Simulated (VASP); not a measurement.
Al:

```
Al
1.0
     1.40049   -1.89143    0.00000
     1.40049    1.89143    0.00000
    -1.19001    0.00000    2.16419
Al
1
Direct
  0.00000 0.00000 0.50000
```

The cell was built from a structure type or drawn by symmetry, and may not be a known phase.

* Program: VASP 6.6.1
* Task: relaxation of cell and atoms
* Functional: PBE
* Potentials or basis: VASP PAW PBE potentials, release 64 (Al)
* Cutoff: 600 eV
* k mesh: 8 × 8 × 8
* Occupations: gaussian, width 0.1 eV
* Spin: no spin polarisation

At the start: pressure 67.1 GPa; volume 11.47 Å³/atom.

Q: Where does the relaxation end?

A: Over 24 steps the energy falls by 921.1 meV/atom and the volume is 17.04 Å³/atom (+48.6 %); space group C2/m (No. 12, to 0.1 Å) before and after.

Step by step:
```tsv
step	energy change (eV)	largest force (eV/Å)	pressure (GPa)	volume (Å³)
1	0.0000	0.0000	67.12	11.47
2	-0.7327	0.0000	-9.35	21.29
3	-0.8897	0.0000	0.67	16.81
4	-0.8898	0.0000	0.14	16.93
5	-0.8935	0.0000	-0.07	17.01
6	-0.9004	0.0000	-0.42	17.24
7	-0.9029	0.0000	-0.32	17.24
8	-0.9049	0.0000	-0.16	17.24
9	-0.9055	0.0000	0.04	17.23
10	-0.9071	0.0000	0.00	17.23
11	-0.9081	0.0000	-0.01	17.23
12	-0.9084	0.0000	0.02	17.23
13	-0.9094	0.0000	0.11	17.22
14	-0.9108	0.0000	-0.01	17.23
15	-0.9147	0.0000	-0.30	17.24
16	-0.9191	0.0000	-0.90	17.25
17	-0.9192	0.0000	-0.84	17.25
18	-0.9192	0.0000	-0.86	17.25
19	-0.9201	0.0000	-0.43	17.13
20	-0.9205	0.0000	0.06	17.00
21	-0.9207	0.0000	0.10	17.00
22	-0.9210	0.0000	0.21	16.99
23	-0.9210	0.0000	0.19	16.99
24	-0.9211	0.0000	-0.04	17.04
```

Final structure:
```cif
data_structure
_symmetry_space_group_name_H-M 'P 1'
_symmetry_Int_Tables_number 1
_cell_length_a 2.8161
_cell_length_b 2.8161
_cell_length_c 2.7344
_cell_angle_alpha 104.075
_cell_angle_beta 104.075
_cell_angle_gamma 117.291
_cell_volume 17.04
loop_
_atom_site_label
_atom_site_type_symbol
_atom_site_fract_x
_atom_site_fract_y
_atom_site_fract_z
_atom_site_occupancy
Al1 Al 0.00000 0.00000 0.50000 1
```

Caveat: the k points lie up to 0.34 Å⁻¹ apart in the final cell, too coarse for converged energies and pressures of a metal; the volume moved by over 15 % at a fixed basis, so the end points are rough.
